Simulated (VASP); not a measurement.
Wanted: the native input for a VASP 6.6.1 run.

```yaml
Task: relaxation of the atoms
Functional: PBE
Potentials_or_basis: VASP PAW PBE potentials, release 64 (Si)
Cutoff: 450 eV
k_mesh: 2 × 2 × 2
Occupations: gaussian, width 0.05 eV
Spin: no spin polarisation
Dipole_correction: no
Further_INCAR_settings: ALGO = Normal; EDIFF = 1e-07; IBRION = 2; EDIFFG = -0.03; NSW = 80
```

The structure of Si (a cell with a defect) lies in POSCAR:

```
Si
1.0
    0.0000000000      5.4300000000      5.4300000000
    5.4300000000      0.0000000000      5.4300000000
    5.4300000000      5.4300000000      0.0000000000
Si
17
Direct
    0.0000000000      0.0000000000      0.0000000000
    0.1250000000      0.1250000000      0.1250000000
    0.0000000000      0.0000000000      0.5000000000
    0.1250000000      0.1250000000      0.6250000000
    0.0000000000      0.5000000000      0.0000000000
    0.1250000000      0.6250000000      0.1250000000
    0.0000000000      0.5000000000      0.5000000000
    0.1250000000      0.6250000000      0.6250000000
    0.5000000000      0.0000000000      0.0000000000
    0.6250000000      0.1250000000      0.1250000000
    0.5000000000      0.0000000000      0.5000000000
    0.6250000000      0.1250000000      0.6250000000
    0.5000000000      0.5000000000      0.0000000000
    0.6250000000      0.6250000000      0.1250000000
    0.5000000000      0.5000000000      0.5000000000
    0.6250000000      0.6250000000      0.6250000000
    0.3160041700      1.0619272600      0.8014812400
```

The input as run:

INCAR

```
PREC = Accurate ; ENCUT = 450
EDIFF = 1E-7 ; ISMEAR = 0
SIGMA = 0.05 ; LREAL = F
LASPH = T ; NELM = 120
ALGO = Normal ; ISIF = 2
LWAVE = F ; LCHARG = F
GGA = PE ; IBRION = 2
NSW = 80 ; EDIFFG = -0.03
GGA_COMPAT = F ; NELMIN = 4
```

KPOINTS

```
Automatic mesh
0
Gamma
  2 2 2
```

Potentials or basis: VASP PAW PBE potentials, release 64 (Si).

Command:

```sh
$ cat potpaw_PBE.64/Si/POTCAR > POTCAR
$ mpirun -np 1 vasp_std > vasp.out
```

It gave:

The energy gained by relaxing is 59.8 meV/atom, the ionic steps are 19 and the pressure after relaxing is 4.8 GPa. The largest force after relaxing is 0.029 eV/Å and the band gap on the k mesh is 0.01 eV.

Caveat: the k points lie up to 0.50 Å⁻¹ apart; the smearing spreads over this small gap.

It took 43 min on 1 thread of Intel Xeon 8259CL (shared host), peak memory 0.42 GiB.
